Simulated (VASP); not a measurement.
# InP (an interface model) in VASP: a series of runs

InP (an interface model) is run at these levels: PBE; tasks: single point.

Everything below comes from runs of VASP 6.6.1. Logs are shortened: lines on timing, memory, paths and dates and some standing lists are left out, and cuts for length are marked.

### 1 The cell of the first run

The cell holds layers of an interface, 12 atoms: a = 3.918 Å, b = 3.918 Å, c = 19.192 Å, α = 90.00°, β = 90.00°, γ = 120.00°.

### 2 Single point, PBE

File INCAR:

```
SYSTEM = InP
  ALGO = Normal
  EDIFF = 1E-7
  ENCUT = 520
  GGA = PE
  ISIF = 2
  ISMEAR = 0
  LASPH = .True.
  LCHARG = .False.
  LREAL = .False.
  LWAVE = .False.
  NBANDS = 66
  NELM = 80
  PREC = Accurate
  SIGMA = 0.1
```

File KPOINTS:

```
k-points
0
Gamma
  12 12 2
  0 0 0
```

File POSCAR:

```
InP
1.0
    3.9175984298      0.0000000000      0.0000000000
   -1.9587992149      3.3927397620      0.0000000000
    0.0000000000      0.0000000000     19.1922343401
In P
6 6
Direct
    0.0000000000      0.0000000000      0.0000000000
    0.3333333333      0.6666666667      0.1666666667
    0.6666666667      0.3333333333      0.3333333333
    0.0000000000      1.0000000000      0.7500000000
    0.6666666667      0.3333333333      0.5833333333
    0.3333333333      0.6666666667      0.9166666667
    0.0000000000      1.0000000000      0.2500000000
    0.6666666667      0.3333333333      0.0833333333
    0.3333333333      0.6666666667      0.4166666667
    0.0000000000      1.0000000000      0.5000000000
    0.3333333333      0.6666666667      0.6666666667
    0.6666666667      0.3333333333      0.8333333333
```

Potentials or basis: VASP PAW PBE potentials, release 64 (In_d, P).

Launch:

```sh
cat potpaw_PBE.64/In_d/POTCAR potpaw_PBE.64/P/POTCAR > POTCAR
mpirun -np 1 vasp_std > vasp.out
```

OUTCAR:

```text
SYSTEM = InP
   EDIFF = 1E-7
   ENCUT = 520
   GGA = PE
   ISIF = 2
   ISMEAR = 0
   LASPH = .True.
   LREAL = .False.
   NELM = 80
   PREC = Accurate

 ion  position               nearest neighbor table
   1  0.000  0.000  0.000-   6 2.77   8 2.77   6 2.77   8 2.77   8 2.77   6 2.77   2 3.92   2 3.92
                             2 3.92
   2  0.333  0.667  0.167-   7 2.77   7 2.77   7 2.77   8 2.77   8 2.77   8 2.77   3 3.92   3 3.92
                             3 3.92   1 3.92   1 3.92   1 3.92
   3  0.667  0.333  0.333-   7 2.77   7 2.77   7 2.77   9 2.77   9 2.77   9 2.77   2 3.92   2 3.92
                             2 3.92
   4  0.000  0.000  0.750-  11 2.77  12 2.77  11 2.77  12 2.77  12 2.77  11 2.77   5 3.92   6 3.92
                             6 3.92   5 3.92   6 3.92   5 3.92
   5  0.667  0.333  0.583-  10 2.77  10 2.77  10 2.77  11 2.77  11 2.77  11 2.77   4 3.92   4 3.92
                             4 3.92
   6  0.333  0.667  0.917-   1 2.77   1 2.77   1 2.77  12 2.77  12 2.77  12 2.77   4 3.92   4 3.92
                             4 3.92
   7  0.000  0.000  0.250-   2 2.77   3 2.77   2 2.77   3 2.77   3 2.77   2 2.77
   8  0.667  0.333  0.083-   1 2.77   1 2.77   1 2.77   2 2.77   2 2.77   2 2.77
   9  0.333  0.667  0.417-  10 2.77  10 2.77  10 2.77   3 2.77   3 2.77   3 2.77
  10  0.000  0.000  0.500-   5 2.77   9 2.77   9 2.77   5 2.77   5 2.77   9 2.77
  11  0.333  0.667  0.667-   4 2.77   4 2.77   4 2.77   5 2.77   5 2.77   5 2.77
  12  0.667  0.333  0.833-   4 2.77   4 2.77   4 2.77   6 2.77   6 2.77   6 2.77

  LATTYP: Found a hexagonal cell.
 ALAT       =     3.9175984298
 C/A-ratio  =     4.8989794855

  Lattice vectors:

 A1 = (   3.9175984298,   0.0000000000,   0.0000000000)
 A2 = (  -1.9587992149,   3.3927397620,   0.0000000000)
 A3 = (   0.0000000000,   0.0000000000,  19.1922343401)

Analysis of symmetry for initial positions (statically):
=====================================================================
 Subroutine PRICEL returns:
 Original cell was already a primitive cell.

 Routine SETGRP: Setting up the symmetry group for a
 hexagonal supercell.

 Subroutine GETGRP returns: Found 12 space group operations
 (whereof  6 operations were pure point group operations)
 out of a pool of 24 trial point group operations.

The static configuration has the point symmetry C_3v.
 The point group associated with its full space group is D_3d.

Analysis of symmetry for dynamics (positions and initial velocities):
=====================================================================
 Subroutine PRICEL returns:
 Original cell was already a primitive cell.

 Routine SETGRP: Setting up the symmetry group for a
 hexagonal supercell.

 Subroutine GETGRP returns: Found 12 space group operations
 (whereof  6 operations were pure point group operations)
 out of a pool of 24 trial point group operations.

The dynamic configuration has the point symmetry C_3v.
 The point group associated with its full space group is D_3d.

 Subroutine INISYM returns: Found 12 space group operations
 (whereof  6 operations are pure point group operations),
 and found     1 'primitive' translations

----------------------------------------------------------------------------------------

                                     Primitive cell

  volume of cell :     255.0915

  direct lattice vectors                    reciprocal lattice vectors
     3.917598430  0.000000000  0.000000000     0.255258424  0.147373520  0.000000000
    -1.958799215  3.392739762  0.000000000     0.000000000  0.294747039  0.000000000
     0.000000000  0.000000000 19.192234340     0.000000000  0.000000000  0.052104408

  length of vectors
     3.917598430  3.917598430 19.192234340     0.294747039  0.294747039  0.052104408

  position of ions in fractional coordinates (direct lattice)
     0.000000000  0.000000000  0.000000000
     0.333333333  0.666666667  0.166666667
     0.666666667  0.333333333  0.333333333
     0.000000000  0.000000000  0.750000000
     0.666666667  0.333333333  0.583333333
     0.333333333  0.666666667  0.916666667
     0.000000000  0.000000000  0.250000000
     0.666666667  0.333333333  0.083333333
     0.333333333  0.666666667  0.416666667
     0.000000000  0.000000000  0.500000000
     0.333333333  0.666666667  0.666666667
     0.666666667  0.333333333  0.833333333

  ion indices of the primitive-cell ions
   primitive index   ion index
                 1           1
                 2           2
                 3           3
                 4           4
                 5           5
                 6           6
                 7           7
                 8           8
                 9           9
                10          10
                11          11
                12          12

----------------------------------------------------------------------------------------

 KPOINTS: k-points

Automatic generation of k-mesh.
 Grid dimensions read from file:
 generate k-points for:   12   12    2

 Generating k-lattice:

  Cartesian coordinates                     Fractional coordinates (reciprocal lattice)
     0.021271535  0.012281127  0.000000000     0.083333333  0.000000000  0.000000000
     0.000000000  0.024562253  0.000000000     0.000000000  0.083333333  0.000000000
     0.000000000  0.000000000  0.026052204     0.000000000  0.000000000  0.500000000

  Length of vectors
     0.024562253  0.024562253  0.026052204

  Shift w.r.t. Gamma in fractional coordinates (k-lattice)
     0.000000000  0.000000000  0.000000000

 Subroutine IBZKPT returns following result:
 ===========================================

 Found     38 irreducible k-points:

 Following reciprocal coordinates:
            Coordinates               Weight
  0.000000  0.000000  0.000000      1.000000
  0.083333  0.000000  0.000000      6.000000
  0.166667 -0.000000  0.000000      6.000000
  0.250000 -0.000000  0.000000      6.000000
  0.333333 -0.000000  0.000000      6.000000
  0.416667  0.000000  0.000000      6.000000
[... 16 lines left out ...]
  0.250000 -0.000000  0.500000      6.000000
  0.333333 -0.000000  0.500000      6.000000
 [... further k-points ...]
   k-points           NKPTS =     38   k-points in BZ     NKDIM =     38   number of bands    NBANDS=     66
   number of dos      NEDOS =    301   number of ions     NIONS =     12
   total plane-waves  NPLWV = 129600
   dimension x,y,z NGX =    30 NGY =   30 NGZ =  144
   dimension x,y,z NGXF=    60 NGYF=   60 NGZF=  288
   ions per type =               6   6
   NGX,Y,Z   is equivalent  to a cutoff of  12.73, 12.73, 12.47 a.u.
   NGXF,Y,Z  is equivalent  to a cutoff of  25.46, 25.46, 24.95 a.u.
 SYSTEM =  InP
   PREC   = accura    normal or accurate (medium, high low for compatibility)
   ISTART =      0    job   : 0-new  1-cont  2-samecut
   ICHARG =      2    charge: 1-file 2-atom 10-const
   ISPIN  =      1    spin polarized calculation?
   LNONCOLLINEAR =      F non collinear calculations
   LSORBIT =      F    spin-orbit coupling
   LASPH  =      T    aspherical Exc in radial PAW
   ENCUT  =  520.0 eV  38.22 Ry    6.18 a.u.   7.28  7.28 35.68*2*pi/ulx,y,z
   NELM   =     80;   NELMIN=  2; NELMDL= -5     # of ELM steps
   EDIFF  = 0.1E-06   stopping-criterion for ELM
   LREAL  =      F    real-space projection
   EDIFFG = 0.1E-05   stopping-criterion for IOM
   NSW    =      0    number of steps for IOM
   IBRION =     -1    ionic relax: 0-MD 1-quasi-New 2-CG
   NFREE  =      0    steps in history (QN), initial steepest desc. (CG)
   ISIF   =      2    stress and relaxation
   ISYM   =      2    0-nonsym 1-usesym 2-fastsym
   POTIM  = 0.5000    time-step for ionic-motion
   TEBEG  =    0.0;   TEEND  =   0.0 temperature during run
   PSTRESS=    0.0 pullay stress
   NELECT =     108.0000    total number of electrons
   NUPDOWN=      -1.0000    fix difference up-down
   EMIN   =  10.00;   EMAX   =-10.00  energy-range for DOS
   EFERMI =   0.00;   METHOD = LEGACY
   ISMEAR =     0;   SIGMA  =   0.10  broadening in eV -4-tet -1-fermi 0-gaus
   EFERMI_NEDOS =   21; number of points for ismear=-14 and -15
   IALGO  =     38    algorithm
   IMIX   =      4    mixing-type and parameters
     AMIX     =   0.40;   BMIX     =  1.00
     AMIX_MAG =   1.60;   BMIX_MAG =  1.00
  volume/ion in A,a.u.               =      21.26       143.45
  Fermi-wavevector in a.u.,A,eV,Ry     =   1.229280  2.323002 20.560156  1.511129
  Thomas-Fermi vector in A             =   2.364173
   LORBIT       =      0    0 simple, 1 ext, 2 COOP (PROOUT), +10 PAW based schemes
   GGA     = PE    functional components
   LHFCALC =     F    Hartree Fock is set to
   AEXX    =    0.0000 exact exchange contribution
   IVDW    =     0    specifies the selected vdW correction
   LEPSILON=     F    determine dielectric tensor
   LRPA    =     F    only Hartree local field effects (RPA)
 non-spin polarized calculation
 Gauss-broadening in eV      SIGMA  =   0.10
  energy-cutoff  :      520.00
  volume of cell :      255.09
 maximum number of plane-waves:      6929
 NGX is ok and might be reduce to    30
   NGX = 15   NGY = 15   NGZ = 71

 number of electron     108.0000036 magnetization

 Free energy of the ion-electron system (eV)
  ---------------------------------------------------
  ext. energy  EPLUGINS =         0.00000000
  ---------------------------------------------------
  free energy    TOTEN  =       -46.24375299 eV

  energy without entropy =      -46.22438826  energy(sigma->0) =      -46.23407062

 E-fermi :   7.2348     XC(G=0): -10.3969

 val. band max:        7.2168084786   @ k =   0.0833   0.0833   0.5000
 cond. band min:       7.2493300723   @ k =   0.0833   0.0833   0.0000
 fundamental gap:      0.0325215937
 Fermi energy:         7.2347811518

 k-point     1 :       0.0000    0.0000    0.0000
  band No.  band energies     occupation
      1      -7.8698      2.00000
      2      -7.8698      2.00000
      3      -7.6017      2.00000
      4      -7.5692      2.00000
      5      -7.5692      2.00000
      6      -7.1526      2.00000
[... 58 lines left out ...]
     65      11.4184      0.00000
     66      11.4184      0.00000

 k-point     2 :       0.0833    0.0000    0.0000
  band No.  band energies     occupation
      1      -7.8659      2.00000
      2      -7.8641      2.00000
      3      -7.5954      2.00000
      4      -7.5692      2.00000
      5      -7.5572      2.00000
      6      -7.1663      2.00000
[... 58 lines left out ...]
     65      11.0997      0.00000
     66      11.5881      0.00000

 k-point     3 :       0.1667   -0.0000    0.0000
  band No.  band energies     occupation
      1      -7.8553      2.00000
      2      -7.8455      2.00000
      3      -7.5991      2.00000
      4      -7.5465      2.00000
      5      -7.5230      2.00000
      6      -7.2052      2.00000
[... 1438 lines left out ...]
     65      11.9221      0.00000
     66      12.0823      0.00000

 k-point    24 :       0.3333   -0.0000    0.5000
  band No.  band energies     occupation
      1      -7.8268      2.00000
      2      -7.7575      2.00000
      3      -7.6327      2.00000
      4      -7.4345      2.00000
      5      -7.4082      2.00000
      6      -7.3301      2.00000
[... 58 lines left out ...]
     65      11.6897      0.00000
     66      11.9550      0.00000

 [... further k-points ...]
[... 5 lines left out ...]
  --------------------------------------------------------------------------------------
  -------------------------------------------------------------------------------------
  Total        1.8096662      1.8096662      0.5290100      0.0000000      0.0000000      0.0000000
  in kB       11.3661415     11.3661415      3.3226032      0.0000000      0.0000000      0.0000000
  external PRESSURE =       8.6849621 kB  Pullay stress =       0.0000000 kB

 VOLUME and BASIS-vectors are now :
 -----------------------------------------------------------------------------
  energy-cutoff  :      520.00
  volume of cell :      255.09
      direct lattice vectors                 reciprocal lattice vectors
     3.917598430  0.000000000  0.000000000     0.255258424  0.147373520  0.000000000
    -1.958799215  3.392739762  0.000000000     0.000000000  0.294747039  0.000000000
     0.000000000  0.000000000 19.192234340     0.000000000  0.000000000  0.052104408

 POSITION                                       TOTAL-FORCE (eV/Angst)
 -----------------------------------------------------------------------------------
      0.00000      0.00000      0.00000        -0.000000     -0.000000      2.371607
     -0.00000      2.26183      3.19871        -0.000000     -0.000000      0.007591
      1.95880      1.13091      6.39741         0.000000      0.000000     -0.373298
      0.00000      0.00000     14.39418         0.000000      0.000000     -0.007591
      1.95880      1.13091     11.19547        -0.000000     -0.000000      0.373298
     -0.00000      2.26183     17.59288         0.000000      0.000000     -2.371607
      0.00000      0.00000      4.79806         0.000000     -0.000000      0.229864
      1.95880      1.13091      1.59935         0.000000      0.000000     -0.129492
     -0.00000      2.26183      7.99676         0.000000     -0.000000      1.452242
      0.00000      0.00000      9.59612        -0.000000      0.000000     -1.452242
     -0.00000      2.26183     12.79482        -0.000000      0.000000     -0.229864
      1.95880      1.13091     15.99353        -0.000000      0.000000      0.129492
 -----------------------------------------------------------------------------------
    total drift:                                0.000000     -0.000000      0.000001

  FREE ENERGIE OF THE ION-ELECTRON SYSTEM (eV)
  ---------------------------------------------------
  free  energy   TOTEN  =       -46.2437529897 eV

  energy  without entropy=      -46.2243882576  energy(sigma->0) =      -46.23407062
```

Run time: 12 min. Hardware: 1 thread of Intel Xeon 6975P-C (Granite Rapids), shared host; peak memory 0.64 GiB.

What came out:

| Property | Result |
| --- | --- |
| Free energy | -46.2438 eV |
| Pressure | 0.9 GPa |
| Largest force | 2.372 eV/Å |
| Band gap on the k mesh | zero (bands 54 and 55 overlap by 1.32 eV) |

Forces on the atoms (eV/Å):
```
In   0.000  0.000  2.372
In   0.000  0.000  0.008
In   0.000  0.000 -0.373
In   0.000  0.000 -0.008
In   0.000  0.000  0.373
In   0.000  0.000 -2.372
P    0.000  0.000  0.230
P    0.000  0.000 -0.129
P    0.000  0.000  1.452
P    0.000  0.000 -1.452
P    0.000  0.000 -0.230
P    0.000  0.000  0.129
```

Levels at points of the mesh, in eV from the Fermi level:
```
           k point  band 51  band 52  band 53  band 54  band 55  band 56  band 57  band 58
(0.00, 0.00, 0.00)    -0.16    -0.12    -0.12     0.48     0.48     1.46     2.08     2.36
(0.50, 0.00, 0.00)    -1.83    -0.97    -0.97    -0.64    -0.48     0.20     0.51     0.69
(0.00, 0.00, 0.50)    -0.11    -0.11     0.22     0.48     0.48     1.25     2.10     2.44
(0.50, 0.00, 0.50)    -1.49    -1.35    -0.96    -0.63    -0.57     0.30     0.58     0.99
```

Caveat: spin-orbit coupling is left out, which moves the levels of the heavy elements.

(Continued in part 2 of 2.)

The gap in the log of VASP goes by the Fermi energy; the results here count the filled bands.